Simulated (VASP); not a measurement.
# SnSe: single point with HSE06

Crystal: SnSe.

```
Sn Se
1.0
     0.00000    3.36398    3.36398
     3.36398    0.00000    3.36398
     3.36398    3.36398    0.00000
Sn Se
1 1
Direct
  0.00000 0.00000 0.00000
  0.25000 0.25000 0.25000
```

| Quantity | Value |
| --- | --- |
| Program | VASP 6.6.1 |
| Task | single point |
| Functional | HSE06 |
| Potentials or basis | VASP PAW PBE potentials, release 64 (Sn_d, Se) |
| Cutoff | 520 eV |
| k mesh | 4 × 4 × 4 |
| Occupations | fermi-dirac, width 0.02 eV |
| Spin | no spin polarisation |

- Pressure: 0.1 GPa
- Band gap on the k mesh: 0.31 eV (least direct gap 1.05 eV)

Levels at points of the mesh, in eV from the valence-band top:
| k point | band 8 | band 9 | band 10 | band 11 | band 12 | band 13 |
| --- | --- | --- | --- | --- | --- | --- |
| (0.00, 0.00, 0.00) | -2.70 | -2.70 | -2.70 | 1.89 | 1.89 | 1.89 |
| (0.50, 0.00, 0.00) | -3.26 | -3.26 | -2.38 | 2.69 | 2.69 | 3.88 |
| (0.50, 0.50, 0.00) | -4.02 | -4.02 | -0.73 | 0.31 | 5.03 | 5.03 |

It took 24 min on 1 thread of Intel(R) Xeon(R) Platinum 8259CL CPU @ 2.50GHz (Skylake/Cascade Lake) (shared host), peak memory 0.32 GiB.

Caveat: the PAW data sets were made with another functional, which shifts forces and pressure a little; spin-orbit coupling is left out, which moves the levels of the heavy elements. A k mesh can miss the band edges.
